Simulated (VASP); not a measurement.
Wanted: the native input for a VASP 6.6.1 run.

| Property | Result |
| --- | --- |
| Task | single point |
| Functional | PBE |
| Potentials or basis | VASP PAW PBE potentials, release 64 (Li_sv, Br) |
| Cutoff | 750 eV |
| k mesh | 13 × 13 × 13 |
| Occupations | fermi-dirac, width 0.05 eV |
| Spin | no spin polarisation |
| Dipole correction | no |
| Further INCAR settings | ALGO = Normal; EDIFF = 1e-06; NBANDS = 12 |

The structure of LiBr (rocksalt type) lies in POSCAR:

```
LiBr
1.0
    0.0000000000      2.3234815647      2.3234815647
    2.3234815647      0.0000000000      2.3234815647
    2.3234815647      2.3234815647      0.0000000000
Li Br
1 1
Direct
    0.0000000000      0.0000000000      0.0000000000
    0.5000000000      0.5000000000      0.5000000000
```

This cell differs from its parent crystal: volume scaled by 0.6.

The input as run:

INCAR

```
ALGO     = Normal         # electronic algorithm
EDIFF    = 1E-6           # SCF threshold, eV
ENCUT    = 750            # plane-wave cutoff, eV
GGA      = PE             # functional
GGA_COMPAT= False        
ISIF     = 2              # what is computed and relaxed
ISMEAR   = -1             # smearing method
LASPH    = True           # aspherical terms in the spheres
LCHARG   = False          # write CHGCAR
LREAL    = False          # projectors in reciprocal space
LWAVE    = False          # write WAVECAR
NBANDS   = 12             # bands
NELM     = 120            # most SCF steps
PREC     = Accurate       # precision mode
SIGMA    = 0.05           # smearing width, eV
```

KPOINTS

```
k-points
0
Gamma
  13 13 13
```

Potentials or basis: VASP PAW PBE potentials, release 64 (Li_sv, Br).

Run with:

```console
$ cat potpaw_PBE.64/Li_sv/POTCAR potpaw_PBE.64/Br/POTCAR > POTCAR
$ mpirun -np 1 vasp_std > vasp.out
```

It gave:

```
Pressure               : 40.0 GPa
Band gap on the k mesh : 5.59 eV, indirect (least direct gap 6.39 eV)
```

Run time: 36 s on 1 thread of AMD EPYC 7R43 64-Core Processor (Zen 3), with other jobs on the host, peak memory 0.16 GiB.
